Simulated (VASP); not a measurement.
# Pt (Fm-3m) in VASP: a series of runs

The runs below take Pt through single point, with LDA.

Everything below comes from runs of VASP 6.6.1. Logs are shortened: lines on timing, memory, paths and dates and some standing lists are left out, and cuts for length are marked.

## 1. The cell of the first run

Symmetry: Fm-3m, No. 225, cubic system. Conventional cell: a = 3.895 Å, b = 3.895 Å, c = 3.895 Å, α = 90.00°, β = 90.00°, γ = 90.00°. Within 3.6 Å of Pt (site symmetry m-3m) lie 12 Pt at 2.75 Å.

## 2. Single point, LDA

The input, INCAR:

```
SYSTEM = Pt
PREC     = Accurate       ! precision mode
ENCUT    = 520            ! plane-wave cutoff, eV
EDIFF    = 1E-7           ! SCF threshold, eV
ISMEAR   = -1             ! smearing method
SIGMA    = 0.1            ! smearing width, eV
LREAL    = .FALSE.        ! projectors in reciprocal space
LASPH    = .TRUE.         ! aspherical terms in the spheres
NELM     = 60             ! most SCF steps
ALGO     = Normal         ! electronic algorithm
ISIF     = 2              ! what is computed and relaxed
LWAVE    = .FALSE.        ! write WAVECAR
LCHARG   = .TRUE.         ! write CHGCAR
LELF     = .TRUE.         ! ELF
LVHAR    = .TRUE.       
NBANDS   = 11             ! bands
```

The input, KPOINTS:

```
regular mesh
0
G
  23 23 23
  0 0 0
```

The input, POSCAR:

```
Pt
1.0
    0.0000000000      1.9474302067      1.9474302067
    1.9474302067      0.0000000000      1.9474302067
    1.9474302067      1.9474302067      0.0000000000
Pt
1
Direct
    0.0000000000      0.0000000000      0.0000000000
```

Potentials or basis: VASP PAW LDA potentials, release 64 (Pt).

Started as:

```
> cat potpaw_LDA.64/Pt/POTCAR > POTCAR
> mpirun -np 1 vasp_std > vasp.out
```

OUTCAR:

```text
SYSTEM = Pt
   PREC = Accurate
   ENCUT = 520
   EDIFF = 1E-7
   ISMEAR = -1
   LREAL = .FALSE.
   LASPH = .TRUE.
   NELM = 60
   ISIF = 2

 ion  position               nearest neighbor table
   1  0.000  0.000  0.000-

  LATTYP: Found a face centered cubic cell.
 ALAT       =     3.8948604134

  Lattice vectors:

 A1 = (   0.0000000000,   1.9474302067,   1.9474302067)
 A2 = (   1.9474302067,   0.0000000000,   1.9474302067)
 A3 = (   1.9474302067,   1.9474302067,   0.0000000000)

Analysis of symmetry for initial positions (statically):
=====================================================================
 Subroutine PRICEL returns:
 Original cell was already a primitive cell.

 Routine SETGRP: Setting up the symmetry group for a
 face centered cubic supercell.

 Subroutine GETGRP returns: Found 48 space group operations
 (whereof 48 operations were pure point group operations)
 out of a pool of 48 trial point group operations.

The static configuration has the point symmetry O_h .

Analysis of symmetry for dynamics (positions and initial velocities):
=====================================================================
 Subroutine PRICEL returns:
 Original cell was already a primitive cell.

 Routine SETGRP: Setting up the symmetry group for a
 face centered cubic supercell.

 Subroutine GETGRP returns: Found 48 space group operations
 (whereof 48 operations were pure point group operations)
 out of a pool of 48 trial point group operations.

The dynamic configuration has the point symmetry O_h .

 Subroutine INISYM returns: Found 48 space group operations
 (whereof 48 operations are pure point group operations),
 and found     1 'primitive' translations

----------------------------------------------------------------------------------------

                                     Primitive cell

  volume of cell :      14.7712

  direct lattice vectors                    reciprocal lattice vectors
     0.000000000  1.947430207  1.947430207    -0.256748611  0.256748611  0.256748611
     1.947430207  0.000000000  1.947430207     0.256748611 -0.256748611  0.256748611
     1.947430207  1.947430207  0.000000000     0.256748611  0.256748611 -0.256748611

  length of vectors
     2.754082210  2.754082210  2.754082210     0.444701639  0.444701639  0.444701639

  position of ions in fractional coordinates (direct lattice)
     0.000000000  0.000000000  0.000000000

  ion indices of the primitive-cell ions
   primitive index   ion index
                 1           1

----------------------------------------------------------------------------------------

 KPOINTS: regular mesh

Automatic generation of k-mesh.
 Grid dimensions read from file:
 generate k-points for:   23   23   23

 Generating k-lattice:

  Cartesian coordinates                     Fractional coordinates (reciprocal lattice)
    -0.011162983  0.011162983  0.011162983     0.043478261  0.000000000  0.000000000
     0.011162983 -0.011162983  0.011162983     0.000000000  0.043478261  0.000000000
     0.011162983  0.011162983 -0.011162983     0.000000000  0.000000000  0.043478261

  Length of vectors
     0.019334854  0.019334854  0.019334854

  Shift w.r.t. Gamma in fractional coordinates (k-lattice)
     0.000000000  0.000000000  0.000000000

 Subroutine IBZKPT returns following result:
 ===========================================

 Found    364 irreducible k-points:

 Following reciprocal coordinates:
            Coordinates               Weight
  0.000000  0.000000  0.000000      1.000000
  0.043478  0.000000  0.000000      8.000000
  0.086957  0.000000  0.000000      8.000000
  0.130435  0.000000  0.000000      8.000000
  0.173913  0.000000  0.000000      8.000000
  0.217391  0.000000  0.000000      8.000000
[... 16 lines left out ...]
  0.478261  0.043478  0.000000     24.000000
 -0.478261  0.043478  0.000000     24.000000
 [... further k-points ...]
   k-points           NKPTS =    364   k-points in BZ     NKDIM =    364   number of bands    NBANDS=     11
   number of dos      NEDOS =    301   number of ions     NIONS =      1
   total plane-waves  NPLWV =   8000
   dimension x,y,z NGX =    20 NGY =   20 NGZ =   20
   dimension x,y,z NGXF=    40 NGYF=   40 NGZF=   40
   ions per type =               1
   NGX,Y,Z   is equivalent  to a cutoff of  12.07, 12.07, 12.07 a.u.
   NGXF,Y,Z  is equivalent  to a cutoff of  24.15, 24.15, 24.15 a.u.
 SYSTEM =  Pt
   PREC   = accura    normal or accurate (medium, high low for compatibility)
   ISTART =      0    job   : 0-new  1-cont  2-samecut
   ICHARG =      2    charge: 1-file 2-atom 10-const
   ISPIN  =      1    spin polarized calculation?
   LNONCOLLINEAR =      F non collinear calculations
   LSORBIT =      F    spin-orbit coupling
   LASPH  =      T    aspherical Exc in radial PAW
   ENCUT  =  520.0 eV  38.22 Ry    6.18 a.u.   5.12  5.12  5.12*2*pi/ulx,y,z
   NELM   =     60;   NELMIN=  2; NELMDL= -5     # of ELM steps
   EDIFF  = 0.1E-06   stopping-criterion for ELM
   LREAL  =      F    real-space projection
   EDIFFG = 0.1E-05   stopping-criterion for IOM
   NSW    =      0    number of steps for IOM
   IBRION =     -1    ionic relax: 0-MD 1-quasi-New 2-CG
   NFREE  =      0    steps in history (QN), initial steepest desc. (CG)
   ISIF   =      2    stress and relaxation
   ISYM   =      2    0-nonsym 1-usesym 2-fastsym
   POTIM  = 0.5000    time-step for ionic-motion
   TEBEG  =    0.0;   TEEND  =   0.0 temperature during run
   PSTRESS=    0.0 pullay stress
   NELECT =      10.0000    total number of electrons
   NUPDOWN=      -1.0000    fix difference up-down
   EMIN   =  10.00;   EMAX   =-10.00  energy-range for DOS
   EFERMI =   0.00;   METHOD = LEGACY
   ISMEAR =    -1;   SIGMA  =   0.10  broadening in eV -4-tet -1-fermi 0-gaus
   EFERMI_NEDOS =   21; number of points for ismear=-14 and -15
   IALGO  =     38    algorithm
   IMIX   =      4    mixing-type and parameters
     AMIX     =   0.40;   BMIX     =  1.00
     AMIX_MAG =   1.60;   BMIX_MAG =  1.00
  volume/ion in A,a.u.               =      14.77        99.68
  Fermi-wavevector in a.u.,A,eV,Ry     =   1.437484  2.716450 28.114526  2.066359
  Thomas-Fermi vector in A             =   2.556556
   LORBIT       =      0    0 simple, 1 ext, 2 COOP (PROOUT), +10 PAW based schemes
   GGA     = CA    functional components
   LHFCALC =     F    Hartree Fock is set to
   AEXX    =    0.0000 exact exchange contribution
   IVDW    =     0    specifies the selected vdW correction
   LEPSILON=     F    determine dielectric tensor
   LRPA    =     F    only Hartree local field effects (RPA)
 non-spin polarized calculation
  energy-cutoff  :      520.00
  volume of cell :       14.77
 maximum number of plane-waves:       411
   NGX = 11   NGY = 11   NGZ = 11

 number of electron      10.0000000 magnetization

 Free energy of the ion-electron system (eV)
  ---------------------------------------------------
  ext. energy  EPLUGINS =         0.00000000
  ---------------------------------------------------
  free energy    TOTEN  =        -7.53354309 eV

  energy without entropy =       -7.47978732  energy(sigma->0) =       -7.50666520

 E-fermi :  11.5594     XC(G=0): -13.8081

 val. band max:       11.5505129080   @ k =  -0.4783   0.1304   0.0435
 cond. band min:      11.5679039060   @ k =   0.4348   0.1304   0.0000
 fundamental gap:      0.0173909980
 Fermi energy:        11.5593596345

 k-point     1 :       0.0000    0.0000    0.0000
  band No.  band energies     occupation
      1       1.0676      2.00000
      2       7.6007      2.00000
      3       7.6007      2.00000
      4       7.6007      2.00000
      5       9.8679      2.00000
      6       9.8679      2.00000
      7      26.1088      0.00000
      8      31.1472      0.00000
      9      31.1472      0.00000
     10      31.1472      0.00000
     11      36.6763      0.00000

 k-point     2 :       0.0435    0.0000    0.0000
  band No.  band energies     occupation
      1       1.1458      2.00000
      2       7.5644      2.00000
      3       7.6327      2.00000
      4       7.6327      2.00000
      5       9.8491      2.00000
      6       9.8491      2.00000
      7      26.2343      0.00000
      8      30.7245      0.00000
      9      31.2699      0.00000
     10      31.2699      0.00000
     11      37.1575      0.00000

 k-point     3 :       0.0870    0.0000    0.0000
  band No.  band energies     occupation
      1       1.3760      2.00000
      2       7.4652      2.00000
      3       7.7215      2.00000
      4       7.7215      2.00000
      5       9.8021      2.00000
      6       9.8021      2.00000
      7      26.5913      0.00000
      8      29.7462      0.00000
      9      31.6313      0.00000
     10      31.6313      0.00000
     11      38.1414      0.00000

 k-point     4 :       0.1304    0.0000    0.0000
  band No.  band energies     occupation
      1       1.7441      2.00000
      2       7.3314      2.00000
      3       7.8440      2.00000
      4       7.8440      2.00000
      5       9.7561      2.00000
      6       9.7561      2.00000
      7      27.1146      0.00000
      8      28.5627      0.00000
      9      32.2114      0.00000
     10      32.2114      0.00000
     11      37.9415      0.00000
[... 239 lines left out ...]
 k-point    22 :       0.4348    0.0435    0.0000
  band No.  band energies     occupation
      1       4.0300      2.00000
      2       7.5526      2.00000
      3       7.6770      2.00000
      4       9.6055      2.00000
      5      11.4740      1.40259
      6      11.5873      0.86135
      7      18.9546      0.00000
      8      26.0903      0.00000
      9      30.7974      0.00000
     10      31.3059      0.00000
     11      39.1659      0.00000

 k-point    23 :       0.4783    0.0435    0.0000
  band No.  band energies     occupation
      1       4.0318      2.00000
      2       7.5007      2.00000
      3       7.6161      2.00000
      4      10.2245      2.00000
      5      11.5975      0.81162
      6      12.0352      0.01701
      7      17.8557      0.00000
      8      25.8593      0.00000
      9      30.5033      0.00000
     10      30.6595      0.00000
     11      39.9153      0.00000

 k-point    24 :      -0.4783    0.0435    0.0000
  band No.  band energies     occupation
      1       4.0307      2.00000
      2       7.4929      2.00000
      3       7.5946      2.00000
      4      10.4162      1.99998
      5      11.5724      0.93480
      6      12.2227      0.00263
      7      17.5299      0.00000
      8      25.8017      0.00000
      9      30.3549      0.00000
     10      30.5689      0.00000
     11      40.2365      0.00000

 [... further k-points ...]
[... 5 lines left out ...]
  --------------------------------------------------------------------------------------
  -------------------------------------------------------------------------------------
  Total        0.0819232      0.0819232      0.0819232     -0.0000000      0.0000000     -0.0000000
  in kB        8.8859084      8.8859084      8.8859084     -0.0000000      0.0000000     -0.0000000
  external PRESSURE =       8.8859084 kB  Pullay stress =       0.0000000 kB

 VOLUME and BASIS-vectors are now :
 -----------------------------------------------------------------------------
  energy-cutoff  :      520.00
  volume of cell :       14.77
      direct lattice vectors                 reciprocal lattice vectors
     0.000000000  1.947430207  1.947430207    -0.256748611  0.256748611  0.256748611
     1.947430207  0.000000000  1.947430207     0.256748611 -0.256748611  0.256748611
     1.947430207  1.947430207  0.000000000     0.256748611  0.256748611 -0.256748611

 POSITION                                       TOTAL-FORCE (eV/Angst)
 -----------------------------------------------------------------------------------
      0.00000      0.00000      0.00000         0.000000     -0.000000      0.000000
 -----------------------------------------------------------------------------------
    total drift:                                0.000000      0.000000      0.000000

  FREE ENERGIE OF THE ION-ELECTRON SYSTEM (eV)
  ---------------------------------------------------
  free  energy   TOTEN  =        -7.5335430880 eV

  energy  without entropy=       -7.4797873214  energy(sigma->0) =       -7.50666520
```

Wall time 26 s (1 thread of Intel Xeon Platinum 8488C (Sapphire Rapids), shared host); peak memory 0.17 GiB.

What came out:

| Property | Result |
| --- | --- |
| Free energy | -7.5335 eV |
| Pressure | 0.9 GPa |
| Band gap on the k mesh | zero (band 5 reaches 12.04 eV, above the bottom of band 6 at 9.76 eV) |

Levels at points of the mesh, in eV from the Fermi level:
```csv
k point,band 1,band 2,band 3,band 4,band 5,band 6,band 7,band 8,band 9,band 10
"(0.00, 0.00, 0.00)",-10.49,-3.96,-3.96,-3.96,-1.69,-1.69,14.55,19.59,19.59,19.59
```

Caveat: spin-orbit coupling is left out, which moves the levels of the heavy elements.

[end of part 1 of 2]
